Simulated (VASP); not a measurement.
# Si2Hg in VASP: further runs, part 2 of 2

VASP 6.6.1. The steps go on from the part before.

**3. Single point, LDA**

INCAR

```
ALGO = Normal ; EDIFF = 1E-6
ENCUT = 520 ; GGA = CA
ISIF = 2 ; ISMEAR = 0
LASPH = True ; LCHARG = True
LELF = True ; LREAL = False
LVHAR = True ; LWAVE = False
NBANDS = 17 ; NELM = 60
PREC = Accurate ; SIGMA = 0.271
```

KPOINTS

```
k-points
0
Gamma
  5 5 4
```

POSCAR

```
Si2Hg
1.0
    1.9392010000      3.3587890000      0.0000000000
   -1.9392010000      3.3587890000      0.0000000000
    0.0000000000      0.0000000000      4.1548910000
Si Hg
2 1
Direct
    0.3333000000      0.3334000000      0.5000000000
    0.6666000000      0.6667000000      0.5000000000
    0.0000000000      0.0000000000      0.0000000000
```

Potentials or basis: VASP PAW LDA potentials, release 64 (Si, Hg).

Run with:

```sh
> cat potpaw_LDA.64/Si/POTCAR potpaw_LDA.64/Hg/POTCAR > POTCAR
> mpirun -np 1 vasp_std > vasp.out
```

OUTCAR:

```text
EDIFF = 1E-6
   ENCUT = 520
   GGA = CA
   ISIF = 2
   ISMEAR = 0
   LASPH = True
   LREAL = False
   NELM = 60
   PREC = Accurate

 ion  position               nearest neighbor table
   1  0.333  0.333  0.500-   2 2.24   2 2.24   2 2.24   3 3.05   3 3.05   3 3.05   3 3.05   3 3.05
                             3 3.05
   2  0.667  0.667  0.500-   1 2.24   1 2.24   1 2.24   3 3.05   3 3.05   3 3.05   3 3.05   3 3.05
                             3 3.05
   3  0.000  0.000  0.000-   2 3.05   2 3.05   1 3.05   1 3.05   1 3.05   2 3.05   1 3.05   2 3.05
                             2 3.05   2 3.05   1 3.05   1 3.05

  LATTYP: Found a hexagonal cell.
 ALAT       =     3.8783971000
 C/A-ratio  =     1.0712907660

  Lattice vectors:

 A1 = (   1.9392010000,  -3.3587890000,   0.0000000000)
 A2 = (   1.9392010000,   3.3587890000,   0.0000000000)
 A3 = (   0.0000000000,   0.0000000000,   4.1548910000)

Analysis of symmetry for initial positions (statically):
=====================================================================
 Subroutine PRICEL returns:
 Original cell was already a primitive cell.

 Routine SETGRP: Setting up the symmetry group for a
 hexagonal supercell.

 Subroutine GETGRP returns: Found  4 space group operations
 (whereof  4 operations were pure point group operations)
 out of a pool of 24 trial point group operations.

The static configuration has the point symmetry C_2v.

Analysis of symmetry for dynamics (positions and initial velocities):
=====================================================================
 Subroutine PRICEL returns:
 Original cell was already a primitive cell.

 Routine SETGRP: Setting up the symmetry group for a
 hexagonal supercell.

 Subroutine GETGRP returns: Found  4 space group operations
 (whereof  4 operations were pure point group operations)
[... 114 lines left out ...]
   PSTRESS=    0.0 pullay stress
   NELECT =      20.0000    total number of electrons
   NUPDOWN=      -1.0000    fix difference up-down
   EMIN   =  10.00;   EMAX   =-10.00  energy-range for DOS
   EFERMI =   0.00;   METHOD = LEGACY
   ISMEAR =     0;   SIGMA  =   0.27  broadening in eV -4-tet -1-fermi 0-gaus
   EFERMI_NEDOS =   21; number of points for ismear=-14 and -15
   IALGO  =     38    algorithm
   IMIX   =      4    mixing-type and parameters
     AMIX     =   0.40;   BMIX     =  1.00
     AMIX_MAG =   1.60;   BMIX_MAG =  1.00
  volume/ion in A,a.u.               =      18.04       121.75
  Fermi-wavevector in a.u.,A,eV,Ry     =   1.174771  2.219995 18.777212  1.380086
  Thomas-Fermi vector in A             =   2.311162
   LORBIT       =      0    0 simple, 1 ext, 2 COOP (PROOUT), +10 PAW based schemes
   GGA     = CA    functional components
   LHFCALC =     F    Hartree Fock is set to
   AEXX    =    0.0000 exact exchange contribution
   IVDW    =     0    specifies the selected vdW correction
   LEPSILON=     F    determine dielectric tensor
   LRPA    =     F    only Hartree local field effects (RPA)
 non-spin polarized calculation
 Gauss-broadening in eV      SIGMA  =   0.27
  energy-cutoff  :      520.00
  volume of cell :       54.12
 maximum number of plane-waves:      1464
 NGX is ok and might be reduce to    30
   NGX = 15   NGY = 15   NGZ = 15

 number of electron      19.9999995 magnetization

 Free energy of the ion-electron system (eV)
  ---------------------------------------------------
  ext. energy  EPLUGINS =         0.00000000
  ---------------------------------------------------
  free energy    TOTEN  =       -11.54221419 eV

  energy without entropy =      -11.49582943  energy(sigma->0) =      -11.51902181

 E-fermi :   6.6428     XC(G=0): -11.0138

 val. band max:        6.5491916997   @ k =  -0.2000   0.2000   0.5000
 cond. band min:       6.8486460210   @ k =   0.0000   0.0000   0.0000
 fundamental gap:      0.2994543213
 Fermi energy:         6.6428306264

 k-point     1 :       0.0000    0.0000    0.0000
  band No.  band energies     occupation
      1      -6.4533      2.00000
      2      -0.9592      2.00000
      3      -0.7981      2.00000
      4      -0.7981      2.00000
      5      -0.5547      2.00000
      6      -0.5546      2.00000
[... 457 lines left out ...]
      4      -0.7230      2.00000
      5      -0.6038      2.00000
      6      -0.3620      2.00000
[... 9 lines left out ...]
     16      14.4762      0.00000
     17      15.4373      0.00000

 [... further k-points ...]
[... 5 lines left out ...]
  --------------------------------------------------------------------------------------
  -------------------------------------------------------------------------------------
  Total        3.5190324      3.5271947      0.7877549      0.0000000      0.0000000      0.0000000
  in kB      104.1690410    104.4106590     23.3188165      0.0000000      0.0000000      0.0000000
  external PRESSURE =      77.2995055 kB  Pullay stress =       0.0000000 kB

 VOLUME and BASIS-vectors are now :
 -----------------------------------------------------------------------------
  energy-cutoff  :      520.00
  volume of cell :       54.12
      direct lattice vectors                 reciprocal lattice vectors
     1.939201000  3.358789000  0.000000000     0.257838151  0.148863177  0.000000000
    -1.939201000  3.358789000  0.000000000    -0.257838151  0.148863177  0.000000000
     0.000000000  0.000000000  4.154891000     0.000000000  0.000000000  0.240680201

 POSITION                                       TOTAL-FORCE (eV/Angst)
 -----------------------------------------------------------------------------------
     -0.00019      2.23930      2.07745         0.000097     -0.003573      0.000000
     -0.00019      4.47827      2.07745         0.000097      0.003573      0.000000
      0.00000      0.00000      0.00000        -0.000193      0.000000      0.000000
 -----------------------------------------------------------------------------------
    total drift:                                0.000002      0.000000      0.000000

  FREE ENERGIE OF THE ION-ELECTRON SYSTEM (eV)
  ---------------------------------------------------
  free  energy   TOTEN  =       -11.5422141869 eV

  energy  without entropy=      -11.4958294253  energy(sigma->0) =      -11.51902181
```

Run time: 8.8 s. Hardware: 1 thread of Intel Xeon 6975P-C (Granite Rapids), shared host; peak memory 0.15 GiB.

What came out:

| Item | Value |
| --- | --- |
| Free energy | -11.5422 eV |
| Pressure | 7.7 GPa |
| Largest force | 0.004 eV/Å |
| Band gap on the k mesh | zero (band 10 reaches 7.59 eV, above the bottom of band 11 at 5.67 eV) |

Forces in eV/Å, atoms in the order of the input:
```
Si   0.000 -0.004  0.000
Si   0.000  0.004  0.000
Hg   0.000  0.000  0.000
```

Levels at points of the mesh, in eV from the Fermi level:
```csv
k point,band 8,band 9,band 10,band 11,band 12,band 13
"(0.00, 0.00, 0.00)",-2.45,-2.05,-2.05,0.21,0.74,0.74
"(0.00, 0.00, 0.50)",-2.35,-2.34,0.95,2.63,2.63,3.97
```

Caveat: the k points lie up to 0.38 Å⁻¹ apart; spin-orbit coupling is left out, which moves the levels of the heavy elements.

**4. Single point, PBE**

INCAR

```
PREC     = Accurate       # precision mode
ENCUT    = 520            # plane-wave cutoff, eV
EDIFF    = 1E-6           # SCF threshold, eV
ISMEAR   = 0              # smearing method
SIGMA    = 0.271          # smearing width, eV
LREAL    = F              # projectors in reciprocal space
LASPH    = T              # aspherical terms in the spheres
NELM     = 60             # most SCF steps
ALGO     = Normal         # electronic algorithm
ISIF     = 2              # what is computed and relaxed
LWAVE    = F              # write WAVECAR
LCHARG   = F              # write CHGCAR
GGA      = PE             # functional
NBANDS   = 17             # bands
```

KPOINTS

```
regular mesh
0
Gamma
  5 5 4
```

POSCAR is that of step 3.

Potentials or basis: VASP PAW PBE potentials, release 64 (Si, Hg).

Run with:

```sh
> cat potpaw_PBE.64/Si/POTCAR potpaw_PBE.64/Hg/POTCAR > POTCAR
> mpirun -np 1 vasp_std > vasp.out
```

Run time: 9.2 s. Hardware: 1 thread of Intel Xeon 6975P-C (Granite Rapids), shared host; peak memory 0.18 GiB.

Results (log left out):

| Item | Value |
| --- | --- |
| Free energy | -9.3401 eV |
| Pressure | 13.2 GPa |
| Largest force | 0.004 eV/Å |
| Band gap on the k mesh | zero (band 10 reaches 7.77 eV, above the bottom of band 11 at 5.80 eV) |

Forces in eV/Å, atoms in the order of the input:
```
Si   0.000 -0.004  0.000
Si   0.000  0.004  0.000
Hg   0.000  0.000  0.000
```

Stress tensor (GPa, compression positive):
```
15.85  0.00  0.00
 0.00 15.87  0.00
 0.00  0.00  7.90
```

Levels at points of the mesh, in eV from the Fermi level:
| k point | band 6 | band 7 | band 8 | band 9 | band 10 | band 11 | band 12 | band 13 | band 14 | band 15 |
| --- | --- | --- | --- | --- | --- | --- | --- | --- | --- | --- |
| (0.00, 0.00, 0.00) | -7.18 | -3.82 | -2.39 | -2.11 | -2.11 | 0.24 | 0.73 | 0.73 | 6.04 | 6.09 |
| (0.00, 0.00, 0.50) | -7.30 | -7.01 | -2.41 | -2.41 | 1.00 | 2.60 | 2.60 | 3.99 | 4.69 | 5.61 |

Caveat: the k points lie up to 0.38 Å⁻¹ apart; spin-orbit coupling is left out, which moves the levels of the heavy elements.
